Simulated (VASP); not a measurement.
# InP in VASP: relaxation of the atoms with PBE+D3(BJ)

Aim: the relaxation of the atoms of InP with PBE+D3(BJ).

All numbers are computed with VASP 6.6.1; they aren't measurements. Logs are shortened: lines on timing, memory, paths and dates and some standing lists are left out, and cuts for length are marked.

## (1) The cell of the first run

The cell holds a slab with vacuum, 16 atoms: a = 8.335 Å, b = 8.335 Å, c = 20.253 Å, α = 90.00°, β = 90.00°, γ = 120.00°.

## (2) Relaxation of the atoms, PBE+D3(BJ)

INCAR reads:

```
PREC = Accurate
ENCUT = 520
EDIFF = 1E-7
ISMEAR = 0
SIGMA = 0.05
LREAL = Auto
LASPH = True
NELM = 60
ALGO = Normal
ISIF = 2
LWAVE = False
LCHARG = False
LDIPOL = True
IDIPOL = 3
DIPOL = 0.5 0.5 0.500
GGA = PE
IVDW = 12
IBRION = 2
NSW = 90
EDIFFG = -0.03
```

KPOINTS reads:

```
regular mesh
0
Gamma
  2 2 1
```

POSCAR reads:

```
InP
1.0
    8.3347933405      0.0000000000      0.0000000000
   -4.1673966702      7.2181427681      0.0000000000
    0.0000000000      0.0000000000     20.2533314158
P In
8 8
Selective dynamics
Direct
    0.5000000000      0.0000000000      0.3949967458  F F F
    0.5000000000      0.5000000000      0.3949967458  F F F
    0.0000000000      0.0000000000      0.3949967458  F F F
    0.0000000000      0.5000000000      0.3949967458  F F F
    0.6666666667      0.8333333333      0.5630019525  T T T
    0.6666666667      0.3333333333      0.5630019525  T T T
    0.1666666667      0.8333333333      0.5630019525  T T T
    0.1666666667      0.3333333333      0.5630019525  T T T
    0.1666666667      0.8333333333      0.4369980475  F F F
    0.1666666667      0.3333333333      0.4369980475  F F F
    0.6666666667      0.8333333333      0.4369980475  F F F
    0.6666666667      0.3333333333      0.4369980475  F F F
    0.3333333333      0.6666666667      0.6050032542  T T T
    0.3333333333      0.1666666667      0.6050032542  T T T
    0.8333333333      0.6666666667      0.6050032542  T T T
    0.8333333333      0.1666666667      0.6050032542  T T T
```

Potentials or basis: VASP PAW PBE potentials, release 64 (P, In_d).

On the command line:

```console
cat potpaw_PBE.64/P/POTCAR potpaw_PBE.64/In_d/POTCAR > POTCAR
mpirun -np 2 vasp_std > vasp.out
```

OUTCAR:

```text
PREC = Accurate
   ENCUT = 520
   EDIFF = 1E-7
   ISMEAR = 0
   LREAL = Auto
   LASPH = True
   NELM = 60
   ISIF = 2
   GGA = PE
   IVDW = 12
   IBRION = 2
   NSW = 90
   EDIFFG = -0.03
 IVDW          = 12

 ion  position               nearest neighbor table
   1  0.500  0.000  0.395-  12 2.55   9 2.55  11 2.55
   2  0.500  0.500  0.395-  11 2.55  10 2.55  12 2.55
   3  0.000  0.000  0.395-  10 2.55  11 2.55   9 2.55
   4  0.000  0.500  0.395-   9 2.55  12 2.55  10 2.55
   5  0.667  0.833  0.563-  11 2.55  15 2.55  16 2.55  13 2.55
   6  0.667  0.333  0.563-  12 2.55  16 2.55  15 2.55  14 2.55
   7  0.167  0.833  0.563-   9 2.55  13 2.55  14 2.55  15 2.55
   8  0.167  0.333  0.563-  10 2.55  14 2.55  13 2.55  16 2.55
   9  0.167  0.833  0.437-   7 2.55   4 2.55   1 2.55   3 2.55
  10  0.167  0.333  0.437-   8 2.55   3 2.55   2 2.55   4 2.55
  11  0.667  0.833  0.437-   5 2.55   2 2.55   3 2.55   1 2.55
  12  0.667  0.333  0.437-   6 2.55   1 2.55   4 2.55   2 2.55
  13  0.333  0.667  0.605-   7 2.55   8 2.55   5 2.55
  14  0.333  0.167  0.605-   8 2.55   7 2.55   6 2.55
  15  0.833  0.667  0.605-   5 2.55   6 2.55   7 2.55
  16  0.833  0.167  0.605-   6 2.55   5 2.55   8 2.55

  LATTYP: Found a hexagonal cell.
 ALAT       =     8.3347933405
 C/A-ratio  =     2.4299740364

  Lattice vectors:

 A1 = (   8.3347933405,   0.0000000000,   0.0000000000)
 A2 = (  -4.1673966702,   7.2181427681,   0.0000000000)
 A3 = (   0.0000000000,   0.0000000000,  20.2533314158)

Analysis of symmetry for initial positions (statically):
=====================================================================
 Subroutine PRICEL returns following result:

  LATTYP: Found a hexagonal cell.
 ALAT       =     4.1673966703
 C/A-ratio  =     4.8599480727

  Lattice vectors:

 A1 = (   4.1673966703,   0.0000000000,   0.0000000000)
 A2 = (  -2.0836983351,   3.6090713840,   0.0000000000)
 A3 = (   0.0000000000,   0.0000000000,  20.2533314158)

   4 primitive cells build up your supercell.

 Routine SETGRP: Setting up the symmetry group for a
 hexagonal supercell.

 Subroutine GETGRP returns: Found  6 space group operations
 (whereof  6 operations were pure point group operations)
 out of a pool of 24 trial point group operations.

The static configuration has the point symmetry C_3v.

Analysis of symmetry for dynamics (positions and initial velocities):
=====================================================================
 Subroutine PRICEL returns following result:

  LATTYP: Found a hexagonal cell.
 ALAT       =     4.1673966703
 C/A-ratio  =     4.8599480727

  Lattice vectors:

 A1 = (   4.1673966703,   0.0000000000,   0.0000000000)
 A2 = (  -2.0836983351,   3.6090713840,   0.0000000000)
 A3 = (   0.0000000000,   0.0000000000,  20.2533314158)

   4 primitive cells build up your supercell.

 Routine SETGRP: Setting up the symmetry group for a
 hexagonal supercell.

 Subroutine GETGRP returns: Found  6 space group operations
 (whereof  6 operations were pure point group operations)
 out of a pool of 24 trial point group operations.

The dynamic configuration has the point symmetry C_3v.

Analysis of constrained symmetry for selective dynamics:
=====================================================================
 Subroutine PRICEL returns following result:

  LATTYP: Found a hexagonal cell.
 ALAT       =     4.1673966703
 C/A-ratio  =     4.8599480727

  Lattice vectors:

 A1 = (   4.1673966703,   0.0000000000,   0.0000000000)
 A2 = (  -2.0836983351,   3.6090713840,   0.0000000000)
 A3 = (   0.0000000000,   0.0000000000,  20.2533314158)

   4 primitive cells build up your supercell.

 Routine SETGRP: Setting up the symmetry group for a
 hexagonal supercell.

 Subroutine GETGRP returns: Found  6 space group operations
 (whereof  6 operations were pure point group operations)
 out of a pool of 24 trial point group operations.

The constrained configuration has the point symmetry C_3v.

 Subroutine INISYM returns: Found  6 space group operations
 (whereof  6 operations are pure point group operations),
 and found     4 'primitive' translations

----------------------------------------------------------------------------------------

                                     Primitive cell

  volume of cell :     304.6189

  direct lattice vectors                    reciprocal lattice vectors
     4.167396670  0.000000000  0.000000000     0.239957959  0.138539792  0.000000000
    -2.083698335  3.609071384  0.000000000     0.000000000  0.277079585  0.000000000
     0.000000000  0.000000000 20.253331416     0.000000000  0.000000000  0.049374593

  length of vectors
     4.167396670  4.167396670 20.253331416     0.277079585  0.277079585  0.049374593

  position of ions in fractional coordinates (direct lattice)
     1.000000000  0.000000000  0.394996746
     0.333333333  0.666666667  0.563001953
     0.333333333  0.666666667  0.436998047
     0.666666667  0.333333333  0.605003254

  ion indices of the primitive-cell ions
   primitive index   ion index
                 1           1
                 2           5
                 3          11
                 4          14

----------------------------------------------------------------------------------------

 KPOINTS: regular mesh

Automatic generation of k-mesh.
 Grid dimensions read from file:
 generate k-points for:    2    2    1

 Generating k-lattice:

  Cartesian coordinates                     Fractional coordinates (reciprocal lattice)
     0.059989490  0.034634948  0.000000000     0.500000000 -0.000000000  0.000000000
     0.000000000  0.069269896  0.000000000     0.000000000  0.500000000  0.000000000
     0.000000000  0.000000000  0.049374593     0.000000000  0.000000000  1.000000000

  Length of vectors
     0.069269896  0.069269896  0.049374593

  Shift w.r.t. Gamma in fractional coordinates (k-lattice)
     0.000000000  0.000000000  0.000000000

 Subroutine IBZKPT returns following result:
 ===========================================

 Found      2 irreducible k-points:

 Following reciprocal coordinates:
            Coordinates               Weight
  0.000000  0.000000  0.000000      1.000000
  0.500000 -0.000000  0.000000      3.000000
   k-points           NKPTS =      2   k-points in BZ     NKDIM =      2   number of bands    NBANDS=     86
   number of dos      NEDOS =    301   number of ions     NIONS =     16
   total plane-waves  NPLWV = 655360
   dimension x,y,z NGX =    64 NGY =   64 NGZ =  160
   dimension x,y,z NGXF=   128 NGYF=  128 NGZF=  320
   ions per type =               8   8
   NGX,Y,Z   is equivalent  to a cutoff of  12.77, 12.77, 13.13 a.u.
   NGXF,Y,Z  is equivalent  to a cutoff of  25.53, 25.53, 26.27 a.u.
 SYSTEM =  unknown system
   PREC   = accura    normal or accurate (medium, high low for compatibility)
   ISTART =      0    job   : 0-new  1-cont  2-samecut
   ICHARG =      2    charge: 1-file 2-atom 10-const
   ISPIN  =      1    spin polarized calculation?
   LNONCOLLINEAR =      F non collinear calculations
   LSORBIT =      F    spin-orbit coupling
   LASPH  =      T    aspherical Exc in radial PAW
   ENCUT  =  520.0 eV  38.22 Ry    6.18 a.u.  15.50 15.50 37.66*2*pi/ulx,y,z
   NELM   =     60;   NELMIN=  2; NELMDL= -5     # of ELM steps
   EDIFF  = 0.1E-06   stopping-criterion for ELM
   LREAL  =      T    real-space projection
   EDIFFG = -.3E-01   stopping-criterion for IOM
   NSW    =     90    number of steps for IOM
   IBRION =      2    ionic relax: 0-MD 1-quasi-New 2-CG
   NFREE  =      1    steps in history (QN), initial steepest desc. (CG)
   ISIF   =      2    stress and relaxation
   ISYM   =      2    0-nonsym 1-usesym 2-fastsym
   POTIM  = 0.5000    time-step for ionic-motion
   TEBEG  =    0.0;   TEEND  =   0.0 temperature during run
   PSTRESS=    0.0 pullay stress
   NELECT =     144.0000    total number of electrons
   NUPDOWN=      -1.0000    fix difference up-down
   EMIN   =  10.00;   EMAX   =-10.00  energy-range for DOS
   EFERMI =   0.00;   METHOD = LEGACY
   ISMEAR =     0;   SIGMA  =   0.05  broadening in eV -4-tet -1-fermi 0-gaus
   EFERMI_NEDOS =   21; number of points for ismear=-14 and -15
   IALGO  =     38    algorithm
   IMIX   =      4    mixing-type and parameters
     AMIX     =   0.40;   BMIX     =  1.00
     AMIX_MAG =   1.60;   BMIX_MAG =  1.00
  volume/ion in A,a.u.               =      76.15       513.92
  Fermi-wavevector in a.u.,A,eV,Ry     =   0.803384  1.518176  8.781561  0.645427
  Thomas-Fermi vector in A             =   1.911242
   LORBIT       =      0    0 simple, 1 ext, 2 COOP (PROOUT), +10 PAW based schemes
   GGA     = PE    functional components
   LHFCALC =     F    Hartree Fock is set to
   AEXX    =    0.0000 exact exchange contribution
   IVDW    =    12    specifies the selected vdW correction
   LEPSILON=     F    determine dielectric tensor
   LRPA    =     F    only Hartree local field effects (RPA)
 conjugate gradient relaxation of ions
 non-spin polarized calculation
 Gauss-broadening in eV      SIGMA  =   0.05
  energy-cutoff  :      520.00
  volume of cell :     1218.48
 maximum number of plane-waves:     32859
 NGX is ok and might be reduce to    64
   NGX = 31   NGY = 31   NGZ = 75

--------------------------------------- Ionic step        1  -------------------------------------------

 number of electron     143.9999986 magnetization

 Free energy of the ion-electron system (eV)
  ---------------------------------------------------
  ext. energy  EPLUGINS =         0.00000000
  ---------------------------------------------------
  free energy    TOTEN  =       -59.98899323 eV

  energy without entropy =      -59.96521712  energy(sigma->0) =      -59.97710517

------------------------ aborting loop because EDIFF is reached ----------------------------------------

 Edisp (eV)   -3.33401

 E8    (eV) :    -1.5475
[... 261 lines left out ...]
--------------------------------------- Ionic step        6  -------------------------------------------

 number of electron     143.9999993 magnetization

 dipolmoment           0.000000      0.000000     -0.911356 electrons x Angstroem

 Free energy of the ion-electron system (eV)
  ---------------------------------------------------
  ext. energy  EPLUGINS =         0.00000000
  ---------------------------------------------------
  free energy    TOTEN  =       -60.47543992 eV

  energy without entropy =      -60.45817279  energy(sigma->0) =      -60.46680636

 E-fermi :  -1.0521     XC(G=0):  -3.7577

 val. band max:       -1.0569687320   @ k =   0.0000   0.0000   0.0000
 cond. band min:      -0.5213214891   @ k =   0.5000  -0.0000   0.0000
 fundamental gap:      0.5356472429
 Fermi energy:        -1.0521423824

 k-point     1 :       0.0000    0.0000    0.0000
  band No.  band energies     occupation
      1     -16.6902      2.00000
      2     -16.6902      2.00000
      3     -16.6902      2.00000
      4     -16.6716      2.00000
      5     -16.5342      2.00000
      6     -16.5342      2.00000
[... 76 lines left out ...]
     83       1.3062      0.00000
     84       1.3062      0.00000

 k-point     2 :       0.5000   -0.0000    0.0000
  band No.  band energies     occupation
      1     -16.6698      2.00000
      2     -16.6698      2.00000
      3     -16.6690      2.00000
      4     -16.6690      2.00000
      5     -16.5360      2.00000
      6     -16.5360      2.00000
[... 76 lines left out ...]
     83       2.0993      0.00000
     84       2.0993      0.00000
 [bands above 84 left out]

------------------------ aborting loop because EDIFF is reached ----------------------------------------

 vacuum level on the upper side and lower side of the slab       (xc-potential included)        -1.359         1.290

 Edisp (eV)   -3.29159

 E8    (eV) :    -1.5275

  FORCE on cell =-STRESS in cart. coord.  units (eV):
  Direction    XX          YY          ZZ          XY          YZ          ZX
  --------------------------------------------------------------------------------------
  -------------------------------------------------------------------------------------
  Total       4.81139     4.81139    -1.14416     0.00000     0.00000     0.00000
  in kB       6.32651     6.32651    -1.50446     0.00000     0.00000     0.00000
  external pressure =        3.72 kB  Pullay stress =        0.00 kB
[... 31 lines left out ...]
  FREE ENERGIE OF THE ION-ELECTRON SYSTEM (eV)
  ---------------------------------------------------
  free  energy   TOTEN  =       -63.7670279753 eV

  energy  without entropy=      -63.7497608486  energy(sigma->0) =      -63.75839441

 reached required accuracy - stopping structural energy minimisation

 vacuum level on the upper side and lower side of the slab         1.888         4.623
```

Wall time 36 min (2 MPI ranks of Intel Xeon Platinum 8488C (Sapphire Rapids), shared host); peak memory 0.74 GiB.

Results:

- Free energy: -63.7670 eV
- Energy gained by relaxing: 27.8 meV/atom
- Ionic steps: 6
- Band gap on the k mesh: zero (filled and empty bands touch)
- Dispersion energy per atom: -0.206 eV

The path:
| step | energy change (eV) | largest force on free atoms (eV/Å) | pressure (GPa) |
| --- | --- | --- | --- |
| 1 | 0.0000 | 1.1037 | 0.04 |
| 2 | -0.2148 | 0.6921 | 0.08 |
| 3 | -0.4243 | 0.1470 | 0.27 |
| 4 | -0.4402 | 0.0699 | 0.33 |
| 5 | -0.4430 | 0.0319 | 0.39 |
| 6 | -0.4440 | 0.0087 | 0.37 |

Final structure:
```
P In
1.0
     8.33479    0.00000    0.00000
    -4.16740    7.21814    0.00000
     0.00000    0.00000   20.25333
P In
8 8
Cartesian
  4.1674 0.0000 8.0000
  2.0837 3.6091 8.0000
  0.0000 0.0000 8.0000
  -2.0837 3.6091 8.0000
  2.0837 6.0151 11.6475
  4.1674 2.4060 11.6475
  -2.0837 6.0151 11.6475
  0.0000 2.4060 11.6475
  -2.0837 6.0151 8.8507
  0.0000 2.4060 8.8507
  2.0837 6.0151 8.8507
  4.1674 2.4060 8.8507
  0.0000 4.8121 12.1631
  2.0837 1.2030 12.1631
  4.1674 4.8121 12.1631
  6.2511 1.2030 12.1631
```

Caveat: the k points lie up to 0.44 Å⁻¹ apart; spin-orbit coupling is left out, which moves the levels of the heavy elements.

The gap in the log of VASP goes by the Fermi energy; the results here count the filled bands.